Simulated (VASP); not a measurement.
GaN: single point with r2SCAN

The system is GaN.

```
CELL_PARAMETERS angstrom
3.21843 0.00000 0.00000
-1.60921 2.78724 0.00000
0.00000 0.00000 5.24308
ATOMIC_POSITIONS crystal
Ga 0.33333 0.66667 0.99912
Ga 0.66667 0.33333 0.49912
N 0.33333 0.66667 0.37588
N 0.66667 0.33333 0.87588
```

```json
{
 "Program": "VASP 6.6.1",
 "Task": "single point",
 "Functional": "r2SCAN",
 "Potentials or basis": "VASP PAW PBE potentials, release 64 (Ga_d, N)",
 "Cutoff": "520 eV",
 "k mesh": "12 × 12 × 6",
 "Occupations": "gaussian, width 0.02 eV",
 "Spin": "no spin polarisation"
}
```

```
Pressure               : -5.1 GPa
Band gap on the k mesh : 2.11 eV, direct
```

Stress tensor (GPa, compression positive):
```
-5.09  0.00  0.00
 0.00 -5.09  0.00
 0.00  0.00 -5.17
```

Levels at points of the mesh, in eV from the valence-band top:
```csv
k point,band 16,band 17,band 18,band 19,band 20,band 21
"(0.00, 0.00, 0.00)",-0.03,0.00,0.00,2.11,4.59,9.75
"(0.50, 0.00, 0.00)",-2.72,-2.14,-0.99,5.48,5.91,6.45
"(0.00, 0.00, 0.50)",-0.52,-0.52,-0.52,4.54,4.54,8.99
"(0.50, 0.00, 0.50)",-1.92,-1.88,-1.88,4.78,4.78,8.20
```

Run time: 3.1 min on 1 thread of Intel Xeon 6975P-C, on a shared host, peak memory 0.22 GiB.

Caveat: the PAW data sets were made with another functional, which shifts forces and pressure a little. r2SCAN opens gaps a little over a GGA but as a rule still falls short of measured ones.
